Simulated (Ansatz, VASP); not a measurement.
One calculation of NaCl, two programs

```
Na Cl
1.0
     0.00000    2.84794    2.84794
     2.84794    0.00000    2.84794
     2.84794    2.84794    0.00000
Na Cl
1 1
Direct
  0.00000 0.00000 0.00000
  0.50000 0.50000 0.50000
```

Alike in both runs: functional PBE; k mesh 8 × 8 × 8; occupations gaussian, width 0.02 eV; no spin polarisation.

Ansatz relaxed the structure, and its values are those at the end. VASP's run is a single point on that final structure, the one shown.

|  | VASP | Ansatz |
| --- | --- | --- |
| version | VASP 6.6.1 | Ansatz 0.2.0 |
| potentials or method | VASP PAW PBE potentials, release 64 (Na_pv, Cl), cutoff 520 eV | scalar-relativistic, plane waves, PAW |
| valence electrons in the cell | 14 | 16 |

|  | VASP | Ansatz | Ansatz less VASP |
| --- | --- | --- | --- |
| gap on the k mesh at the Fermi level (eV) | 5.00 | 5.00 | 0.000 |
| least direct gap on the mesh (eV) | 5.00 | 5.00 | 0.000 |
| pressure (GPa) | 0.0 | 0.0 | +0.03 |

The functional is the same, so the differences come from potentials, cutoffs and numerics. VASP's potentials hold 14 valence electrons a cell and Ansatz's 16, so a difference there can come from the potentials and not from the codes.
